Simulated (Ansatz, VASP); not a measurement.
# TiAl in VASP and in Ansatz

```xyz
2
Lattice="2.8673 0.0000 0.0000 -1.4336 2.4831 0.0000 0.0000 0.0000 4.6781" Properties=species:S:1:pos:R:3 pbc="T T T"
Ti    0.0000    0.0000    0.0000
Al    0.0000    1.6554    2.3390
```

Alike in both runs: task relaxation of cell and atoms; functional LDA; k mesh 11 × 11 × 6; occupations fermi-dirac, width 0.05 eV; no spin polarisation.

|  | VASP | Ansatz |
| --- | --- | --- |
| version | VASP 6.6.1 | Ansatz 0.2.0 |
| potentials or method | VASP PAW LDA potentials, release 64 (Ti_sv, Al) | Ansatz PAW |
| plane-wave cutoff (eV) | 600 | 420 |
| valence electrons in the cell | 15 | 15 |

```tsv
	VASP	Ansatz	Ansatz less VASP
gap on the k mesh at the Fermi level, each at its own relaxed structure (eV)	none	none	-
relaxed volume (Å³/atom)	15.73	15.72	-0.017
relaxed length of the cell vector where the two differ most in proportion (Å)	4.589	4.585	-0.0040
```

LDA's correlation is that of Perdew and Zunger in VASP and of Perdew and Wang (1992) in Ansatz. A gap of «none» marks a metal or a gap that the smearing closes.

Noted on Ansatz's run: the plane-wave basis is chosen anew once the cell has moved, so the energies of steps on either side of that aren't comparable.
